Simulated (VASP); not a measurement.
Ge: single point with PBEsol

**What was measured.**

“Electronic and optical properties of SixGe1-x-ySny alloys lattice-matched to Ge”, 2021, arxiv:2109.02782 reports, for a bulk crystal of Ge at 300 K: band gap 0.807 eV (direct).

Ge:

```xyz
2
Lattice="0.0000 2.8379 2.8379 2.8379 0.0000 2.8379 2.8379 2.8379 0.0000" Properties=species:S:1:pos:R:3 pbc="T T T"
Ge    0.0000    0.0000    0.0000
Ge    1.4189    1.4189    1.4189
```

- Program: VASP 6.6.1
- Task: single point
- Functional: PBEsol
- Potentials or basis: VASP PAW PBE potentials, release 64 (Ge_d)
- Cutoff: 520 eV
- k mesh: 14 × 14 × 14
- Occupations: gaussian, width 0.1 eV
- Spin: no spin polarisation

```json
{
  "Pressure": "-0.4 GPa",
  "Band gap on the k mesh": "zero (filled and empty bands touch)"
}
```

Levels at points of the mesh, in eV from the Fermi level:
| k point | band 11 | band 12 | band 13 | band 14 | band 15 | band 16 | band 17 | band 18 |
| --- | --- | --- | --- | --- | --- | --- | --- | --- |
| (0.00, 0.00, 0.00) | -12.74 | -0.11 | -0.02 | -0.02 | -0.02 | 2.51 | 2.51 | 2.51 |
| (0.50, 0.00, 0.00) | -10.67 | -7.60 | -1.41 | -1.41 | 0.08 | 3.69 | 3.69 | 6.94 |
| (0.50, 0.50, 0.00) | -8.88 | -8.88 | -3.07 | -3.07 | 0.66 | 0.66 | 9.39 | 9.39 |

Wall time 57 s on 1 thread of AMD EPYC 7R43 64-Core Processor (Zen 3) (shared host), peak memory 0.18 GiB.

Against the measured gap of Ge, 0.807 eV (direct; 300 K; “Electronic and optical properties of SixGe1-x-ySny alloys lattice-matched to Ge”, 2021, arxiv:2109.02782), the calculated 0.00 eV is off by -0.81 eV. 3 values of this kind are on record (0.666 to 0.807 eV); this one was drawn at random among those near their median. Spin-orbit coupling on Ge is left out. The value is that of PBEsol on a finite k mesh, which can miss the band edges, without temperature or zero-point motion. Semilocal functionals fall short of measured gaps as a rule.

Caveat: the PAW data sets were made with another functional, which shifts forces and pressure a little.
